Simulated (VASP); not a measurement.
Here is a VASP 6.6.1 calculation.

File INCAR:

```
PREC = Accurate
ENCUT = 520
EDIFF = 1E-7
ISMEAR = 0
SIGMA = 0.1
LREAL = F
LASPH = T
NELM = 60
ALGO = Normal
ISIF = 2
LWAVE = F
LCHARG = T
LDIPOL = T
IDIPOL = 3
DIPOL = 0.5 0.5 0.367
GGA = PE
LELF = T
LVHAR = T
LVACPOTAV = T
NBANDS = 24
```

File KPOINTS:

```
Automatic mesh
0
Gamma
  9 9 1
```

The input POSCAR:

```
Hf3H
1.0
    3.0697355021      0.0000000000      0.0000000000
   -1.0232451674      2.8941743867      0.0000000000
    0.0000000000      0.0000000000     20.2814081478
Hf H
3 1
Direct
    0.5000000000      0.5000000000      0.1972249644
    0.0000000000      0.0000000000      0.3153436029
    0.5000000000      0.5000000000      0.4329782273
    0.5000000000      0.6666666667      0.5214771933
```

Potentials or basis: VASP PAW PBE potentials, release 64 (Hf_pv, H).

Launch:

```console
$ cat potpaw_PBE.64/Hf_pv/POTCAR potpaw_PBE.64/H/POTCAR > POTCAR
$ mpirun -np 1 vasp_std > vasp.out
```

Problem. Estimate the largest force.

Solution. 0.787 eV/Å.

Forces in eV/Å, atoms in the order of the input:
```
Hf  -0.008 -0.026  0.047
Hf   0.122  0.064 -0.352
Hf   0.113 -0.718  0.302
H   -0.227  0.679  0.004
```
